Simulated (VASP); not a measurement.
# AlNi (P4/mmm) in VASP: notebook

The runs below take AlNi through single point, with PBEsol.

Everything below comes from runs of VASP 6.6.1. Logs are shortened: lines on timing, memory, paths and dates and some standing lists are left out, and cuts for length are marked.

## Step 1: The cell of the first run

Symmetry: P4/mmm, No. 123, tetragonal system. The conventional cell has a = 2.954 Å, b = 2.954 Å, c = 2.639 Å, α = 90.00°, β = 90.00°, γ = 90.00°. Within 3.3 Å of Al (site symmetry 4/mmm) lie 8 Ni at 2.47 Å and 6 Al at 2.64 to 2.95 Å. Within 3.3 Å of Ni (site symmetry 4/mmm) lie 8 Al at 2.47 Å and 6 Ni at 2.64 to 2.95 Å.

## Step 2: Single point, PBEsol

Contents of INCAR:

```
  ALGO = Fast
  EDIFF = 1E-7
  ENCUT = 520
  GGA = PS
  ISIF = 2
  ISMEAR = 0
  LASPH = T
  LCHARG = F
  LREAL = F
  LWAVE = F
  NBANDS = 14
  NELM = 100
  PREC = Accurate
  SIGMA = 0.15
```

Contents of KPOINTS:

```
k-points
0
Gamma
  16 16 16
```

Contents of POSCAR:

```
AlNi
1.0
    2.0885383387     -2.0884828388      0.0000000000
    2.0885383387      2.0884828388      0.0000000000
    0.0000000000      0.0000000000      2.6394000000
Al Ni
1 1
Direct
    0.0000000000      0.0000000000      0.0000000000
    0.5000000000      0.5000000000      0.5000000000
```

Potentials or basis: VASP PAW PBE potentials, release 64 (Al, Ni).

Launch:

```console
$ cat potpaw_PBE.64/Al/POTCAR potpaw_PBE.64/Ni/POTCAR > POTCAR
$ mpirun -np 1 vasp_std > vasp.out
```

OUTCAR:

```text
EDIFF = 1E-7
   ENCUT = 520
   GGA = PS
   ISIF = 2
   ISMEAR = 0
   LASPH = T
   LREAL = F
   NELM = 100
   PREC = Accurate

 ion  position               nearest neighbor table
   1  0.000  0.000  0.000-   2 2.47   2 2.47   2 2.47   2 2.47   2 2.47   2 2.47   2 2.47   2 2.47

   2  0.500  0.500  0.500-   1 2.47   1 2.47   1 2.47   1 2.47   1 2.47   1 2.47   1 2.47   1 2.47

  LATTYP: Found a base centered orthorhombic cell.
 ALAT       =     4.1769656776
 B/A-ratio  =     1.0000265743
 C/A-ratio  =     0.6318941078

  Lattice vectors:

 A1 = (  -2.0885383387,  -2.0884828388,   0.0000000000)
 A2 = (   2.0885383387,  -2.0884828388,   0.0000000000)
 A3 = (   0.0000000000,   0.0000000000,   2.6394000000)

Analysis of symmetry for initial positions (statically):
=====================================================================
 Subroutine PRICEL returns:
 Original cell was already a primitive cell.

 Routine SETGRP: Setting up the symmetry group for a
 base centered orthorhombic supercell.

 Subroutine GETGRP returns: Found  8 space group operations
 (whereof  8 operations were pure point group operations)
 out of a pool of  8 trial point group operations.

The static configuration has the point symmetry D_2h.

Analysis of symmetry for dynamics (positions and initial velocities):
=====================================================================
 Subroutine PRICEL returns:
 Original cell was already a primitive cell.

 Routine SETGRP: Setting up the symmetry group for a
 base centered orthorhombic supercell.

 Subroutine GETGRP returns: Found  8 space group operations
 (whereof  8 operations were pure point group operations)
 out of a pool of  8 trial point group operations.

The dynamic configuration has the point symmetry D_2h.

 Subroutine INISYM returns: Found  8 space group operations
 (whereof  8 operations are pure point group operations),
 and found     1 'primitive' translations

----------------------------------------------------------------------------------------

                                     Primitive cell

  volume of cell :      23.0255

  direct lattice vectors                    reciprocal lattice vectors
     2.088538339 -2.088482839  0.000000000     0.239401878 -0.239408240  0.000000000
     2.088538339  2.088482839  0.000000000     0.239401878  0.239408240  0.000000000
     0.000000000  0.000000000  2.639400000     0.000000000  0.000000000  0.378873987

  length of vectors
     2.953600000  2.953600000  2.639400000     0.338569881  0.338569881  0.378873987

  position of ions in fractional coordinates (direct lattice)
     0.000000000  0.000000000  0.000000000
     0.500000000  0.500000000  0.500000000

  ion indices of the primitive-cell ions
   primitive index   ion index
                 1           1
                 2           2

----------------------------------------------------------------------------------------

 KPOINTS: k-points

Automatic generation of k-mesh.
 Grid dimensions read from file:
 generate k-points for:   16   16   16

 Generating k-lattice:

  Cartesian coordinates                     Fractional coordinates (reciprocal lattice)
     0.014962617 -0.014963015  0.000000000     0.062500000  0.000000000  0.000000000
     0.014962617  0.014963015  0.000000000     0.000000000  0.062500000  0.000000000
     0.000000000  0.000000000  0.023679624     0.000000000  0.000000000  0.062500000

  Length of vectors
     0.021160618  0.021160618  0.023679624

  Shift w.r.t. Gamma in fractional coordinates (k-lattice)
     0.000000000  0.000000000  0.000000000

 Subroutine IBZKPT returns following result:
 ===========================================

 Found    657 irreducible k-points:

 Following reciprocal coordinates:
            Coordinates               Weight
  0.000000  0.000000  0.000000      1.000000
  0.062500  0.000000  0.000000      4.000000
  0.125000  0.000000  0.000000      4.000000
  0.187500 -0.000000  0.000000      4.000000
  0.250000  0.000000  0.000000      4.000000
  0.312500 -0.000000  0.000000      4.000000
[... 16 lines left out ...]
 -0.125000  0.062500  0.000000      4.000000
 -0.062500  0.062500  0.000000      2.000000
 [... further k-points ...]
   k-points           NKPTS =    657   k-points in BZ     NKDIM =    657   number of bands    NBANDS=     14
   number of dos      NEDOS =    301   number of ions     NIONS =      2
   total plane-waves  NPLWV =  11520
   dimension x,y,z NGX =    24 NGY =   24 NGZ =   20
   dimension x,y,z NGXF=    48 NGYF=   48 NGZF=   40
   ions per type =               1   1
   NGX,Y,Z   is equivalent  to a cutoff of  13.51, 13.51, 12.60 a.u.
   NGXF,Y,Z  is equivalent  to a cutoff of  27.02, 27.02, 25.19 a.u.
 SYSTEM =  unknown system
   PREC   = accura    normal or accurate (medium, high low for compatibility)
   ISTART =      0    job   : 0-new  1-cont  2-samecut
   ICHARG =      2    charge: 1-file 2-atom 10-const
   ISPIN  =      1    spin polarized calculation?
   LNONCOLLINEAR =      F non collinear calculations
   LSORBIT =      F    spin-orbit coupling
   LASPH  =      T    aspherical Exc in radial PAW
   ENCUT  =  520.0 eV  38.22 Ry    6.18 a.u.   5.49  5.49  4.91*2*pi/ulx,y,z
   NELM   =    100;   NELMIN=  2; NELMDL= -5     # of ELM steps
   EDIFF  = 0.1E-06   stopping-criterion for ELM
   LREAL  =      F    real-space projection
   EDIFFG = 0.1E-05   stopping-criterion for IOM
   NSW    =      0    number of steps for IOM
   IBRION =     -1    ionic relax: 0-MD 1-quasi-New 2-CG
   NFREE  =      0    steps in history (QN), initial steepest desc. (CG)
   ISIF   =      2    stress and relaxation
   ISYM   =      2    0-nonsym 1-usesym 2-fastsym
   POTIM  = 0.5000    time-step for ionic-motion
   TEBEG  =    0.0;   TEEND  =   0.0 temperature during run
   PSTRESS=    0.0 pullay stress
   NELECT =      13.0000    total number of electrons
   NUPDOWN=      -1.0000    fix difference up-down
   EMIN   =  10.00;   EMAX   =-10.00  energy-range for DOS
   EFERMI =   0.00;   METHOD = LEGACY
   ISMEAR =     0;   SIGMA  =   0.15  broadening in eV -4-tet -1-fermi 0-gaus
   EFERMI_NEDOS =   21; number of points for ismear=-14 and -15
   IALGO  =     68    algorithm
   IMIX   =      4    mixing-type and parameters
     AMIX     =   0.40;   BMIX     =  1.00
     AMIX_MAG =   1.60;   BMIX_MAG =  1.00
  volume/ion in A,a.u.               =      11.51        77.69
  Fermi-wavevector in a.u.,A,eV,Ry     =   1.353068  2.556929 24.909467  1.830794
  Thomas-Fermi vector in A             =   2.480355
   LORBIT       =      0    0 simple, 1 ext, 2 COOP (PROOUT), +10 PAW based schemes
   GGA     = PS    functional components
   LHFCALC =     F    Hartree Fock is set to
   AEXX    =    0.0000 exact exchange contribution
   IVDW    =     0    specifies the selected vdW correction
   LEPSILON=     F    determine dielectric tensor
   LRPA    =     F    only Hartree local field effects (RPA)
 non-spin polarized calculation
 RMM-DIIS sequential band-by-band and
 Gauss-broadening in eV      SIGMA  =   0.15
  energy-cutoff  :      520.00
  volume of cell :       23.03
 maximum number of plane-waves:       634
 NGX is ok and might be reduce to    24

 number of electron      12.9999985 magnetization

 Free energy of the ion-electron system (eV)
  ---------------------------------------------------
  ext. energy  EPLUGINS =         0.00000000
  ---------------------------------------------------
  free energy    TOTEN  =       -11.51982129 eV

  energy without entropy =      -11.50904291  energy(sigma->0) =      -11.51443210

 E-fermi :  10.4152     XC(G=0): -12.3503

 val. band max:       10.4149374127   @ k =  -0.3750   0.3125   0.5000
 cond. band min:      10.4301043992   @ k =  -0.4375   0.2500   0.4375
 fundamental gap:      0.0151669865
 Fermi energy:        10.4151591313

 k-point     1 :       0.0000    0.0000    0.0000
  band No.  band energies     occupation
      1      -1.0165      2.00000
      2       6.9266      2.00000
      3       6.9554      2.00000
      4       8.5583      2.00000
      5       8.9212      2.00000
      6       8.9212      2.00000
      7      14.7275      0.00000
      8      14.7276      0.00000
      9      18.1838      0.00000
     10      18.5517      0.00000
     11      19.0516      0.00000
     12      25.4253      0.00000
     13      30.0172      0.00000
     14      32.3057      0.00000

 k-point     2 :       0.0625    0.0000    0.0000
  band No.  band energies     occupation
      1      -0.9479      2.00000
      2       6.9170      2.00000
      3       6.9650      2.00000
      4       8.5233      2.00000
      5       8.9026      2.00000
      6       8.9236      2.00000
      7      14.0945      0.00000
      8      14.8260      0.00000
      9      18.3586      0.00000
     10      19.0519      0.00000
     11      19.1325      0.00000
     12      25.5482      0.00000
     13      29.0778      0.00000
     14      31.5417      0.00000

 k-point     3 :       0.1250    0.0000    0.0000
  band No.  band energies     occupation
      1      -0.7427      2.00000
      2       6.8591      2.00000
      3       7.0056      2.00000
      4       8.4274      2.00000
      5       8.8502      2.00000
      6       8.9304      2.00000
      7      12.8825      0.00000
      8      15.1127      0.00000
      9      18.3913      0.00000
     10      19.3718      0.00000
     11      20.3354      0.00000
     12      25.9419      0.00000
     13      27.5757      0.00000
     14      30.2722      0.00000
[... 324 lines left out ...]
 k-point    23 :      -0.1250    0.0625    0.0000
  band No.  band energies     occupation
      1      -0.6747      2.00000
      2       6.8746      2.00000
      3       6.9967      2.00000
      4       8.3851      2.00000
      5       8.8524      2.00000
      6       8.9123      2.00000
      7      12.9566      0.00000
      8      14.4554      0.00000
      9      19.0716      0.00000
     10      19.4520      0.00000
     11      20.3707      0.00000
     12      25.9980      0.00000
     13      26.8498      0.00000
     14      31.0191      0.00000

 k-point    24 :      -0.0625    0.0625    0.0000
  band No.  band energies     occupation
      1      -0.8794      2.00000
      2       6.9190      2.00000
      3       6.9645      2.00000
      4       8.4863      2.00000
      5       8.9024      2.00000
      6       8.9076      2.00000
      7      14.1111      0.00000
      8      14.2595      0.00000
      9      19.0208      0.00000
     10      19.0780      0.00000
     11      19.2132      0.00000
     12      25.6664      0.00000
     13      28.2132      0.00000
     14      32.3722      0.00000

 [... further k-points ...]
[... 5 lines left out ...]
  --------------------------------------------------------------------------------------
  -------------------------------------------------------------------------------------
  Total       -0.0292998     -0.0282361      1.9626454      0.0000000      0.0000000      0.0000000
  in kB       -2.0387627     -1.9647466    136.5663979      0.0000000      0.0000000      0.0000000
  external PRESSURE =      44.1876295 kB  Pullay stress =       0.0000000 kB

 VOLUME and BASIS-vectors are now :
 -----------------------------------------------------------------------------
  energy-cutoff  :      520.00
  volume of cell :       23.03
      direct lattice vectors                 reciprocal lattice vectors
     2.088538339 -2.088482839  0.000000000     0.239401878 -0.239408240  0.000000000
     2.088538339  2.088482839  0.000000000     0.239401878  0.239408240  0.000000000
     0.000000000  0.000000000  2.639400000     0.000000000  0.000000000  0.378873987

 POSITION                                       TOTAL-FORCE (eV/Angst)
 -----------------------------------------------------------------------------------
      0.00000      0.00000      0.00000         0.000000      0.000000      0.000000
      2.08854      0.00000      1.31970         0.000000     -0.000000      0.000000
 -----------------------------------------------------------------------------------
    total drift:                                0.000000     -0.000000     -0.000000

  FREE ENERGIE OF THE ION-ELECTRON SYSTEM (eV)
  ---------------------------------------------------
  free  energy   TOTEN  =       -11.5198212915 eV

  energy  without entropy=      -11.5090429109  energy(sigma->0) =      -11.51443210
```

It took 1.8 min on 1 thread of AMD EPYC 9R45 (Zen 5), shared host; peak memory 0.28 GiB.

Results:

```yaml
Free_energy: -11.5198 eV
Pressure: 4.4 GPa
```

Stress tensor (GPa, compression positive):
```
-0.20  0.00  0.00
 0.00 -0.20  0.00
 0.00  0.00 13.66
```

Caveat: the PAW data sets were made with another functional, which shifts forces and pressure a little.

## Step 3: Single point, PBEsol

This run uses another cell than the first one, of the same volume but with other edges.

Contents of INCAR:

```
SYSTEM = AlNi
PREC     = Accurate       ! precision mode
ENCUT    = 520            ! plane-wave cutoff, eV
EDIFF    = 1E-6           ! SCF threshold, eV
ISMEAR   = 0              ! smearing method
SIGMA    = 0.15           ! smearing width, eV
LREAL    = .FALSE.        ! projectors in reciprocal space
LASPH    = .TRUE.         ! aspherical terms in the spheres
NELM     = 80             ! most SCF steps
ALGO     = Fast           ! electronic algorithm
ISIF     = 2              ! what is computed and relaxed
LWAVE    = .FALSE.        ! write WAVECAR
LCHARG   = .FALSE.        ! write CHGCAR
GGA      = PS             ! functional
NBANDS   = 14             ! bands
```

Contents of KPOINTS:

```
Automatic mesh
0
G
  16 16 16
  0 0 0
```

Contents of POSCAR:

```
AlNi
1.0
    1.9538327071     -1.9537807868      0.0000000000
    1.9538327071      1.9537807868      0.0000000000
    0.0000000000      0.0000000000      3.0219000000
Al Ni
1 1
Direct
    0.0000000000      0.0000000000      0.0000000000
    0.5000000000      0.5000000000      0.5000000000
```

Potentials or basis: VASP PAW PBE potentials, release 64 (Al, Ni).

Launch:

```console
$ cat potpaw_PBE.64/Al/POTCAR potpaw_PBE.64/Ni/POTCAR > POTCAR
$ mpirun -np 1 vasp_std > vasp.out
```

It took 1.9 min on 1 thread of AMD EPYC 9R45 (Zen 5), shared host; peak memory 0.29 GiB.

Results (log left out):

| Property | Result |
| --- | --- |
| Free energy | -11.5596 eV |
| Pressure | 3.3 GPa |

Stress tensor (GPa, compression positive):
```
 5.19  0.00  0.00
 0.00  5.19  0.00
 0.00  0.00 -0.49
```

Levels at points of the mesh, in eV from the Fermi level:
```tsv
k point	band 5	band 6	band 7	band 8	band 9	band 10
(0.00, 0.00, 0.00)	-1.68	-1.44	3.60	6.78	6.78	7.58
(0.50, 0.00, 0.00)	-2.18	-1.56	-0.44	8.12	8.37	9.92
(0.50, 0.50, 0.00)	-2.44	-2.44	-0.92	2.08	3.23	11.34
(0.00, 0.00, 0.50)	-2.19	-1.39	-1.12	8.40	11.01	11.01
(0.50, 0.00, 0.50)	-2.08	-2.01	-1.19	1.34	2.38	13.53
(0.50, 0.50, 0.50)	-0.90	1.84	2.06	2.06	4.09	4.31
```

Caveat: the PAW data sets were made with another functional, which shifts forces and pressure a little.

(Continued in part 2 of 2.)
